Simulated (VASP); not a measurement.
Write the native input for VASP 6.6.1 that does the following.

```yaml
Task: single point
Functional: LDA
Potentials_or_basis: VASP PAW LDA potentials, release 64 (B, N)
Cutoff: 520 eV
k_mesh: 12 × 12 × 6
Occupations: gaussian, width 0.05 eV
Spin: no spin polarisation
Dipole_correction: no
Further_INCAR_settings: ALGO = Normal; EDIFF = 1e-07; NBANDS = 16
```

The structure of BN lies in POSCAR:

```
BN
1.0
    2.7582547698      0.0000000000      0.0000000000
   -1.3791273849      2.3887187008      0.0000000000
    0.0000000000      0.0000000000      4.2268550000
B N
2 2
Direct
    0.6666666667      0.3333333333      0.9997240000
    0.3333333333      0.6666666667      0.4997240000
    0.6666666667      0.3333333333      0.6252760000
    0.3333333333      0.6666666667      0.1252760000
```

This cell differs from its parent crystal: strain +0.080 along x and y, +0.000 along z.

One way to write it, as run:

INCAR

```
PREC     = Accurate       # precision mode
ENCUT    = 520            # plane-wave cutoff, eV
EDIFF    = 1E-7           # SCF threshold, eV
ISMEAR   = 0              # smearing method
SIGMA    = 0.05           # smearing width, eV
LREAL    = F              # projectors in reciprocal space
LASPH    = T              # aspherical terms in the spheres
NELM     = 60             # most SCF steps
ALGO     = Normal         # electronic algorithm
ISIF     = 2              # what is computed and relaxed
LWAVE    = F              # write WAVECAR
LCHARG   = F              # write CHGCAR
NBANDS   = 16             # bands
```

KPOINTS

```
regular mesh
0
Gamma
  12 12 6
```

Potentials or basis: VASP PAW LDA potentials, release 64 (B, N).

Run with:

```sh
$ cat potpaw_LDA.64/B/POTCAR potpaw_LDA.64/N/POTCAR > POTCAR
$ mpirun -np 1 vasp_std > vasp.out
```

Results of the run:

| Property | Result |
| --- | --- |
| Pressure | -51.1 GPa |
| Largest force | 0.152 eV/Å |
| Band gap on the k mesh | 5.27 eV, indirect (least direct gap 6.37 eV) |

Caveat: the cell differs from its parent crystal (strain +0.080 along x and y, +0.000 along z).

It took 23 s on 1 thread of AMD EPYC 7R13 Processor (Zen 3), with other jobs on the host, peak memory 0.11 GiB.
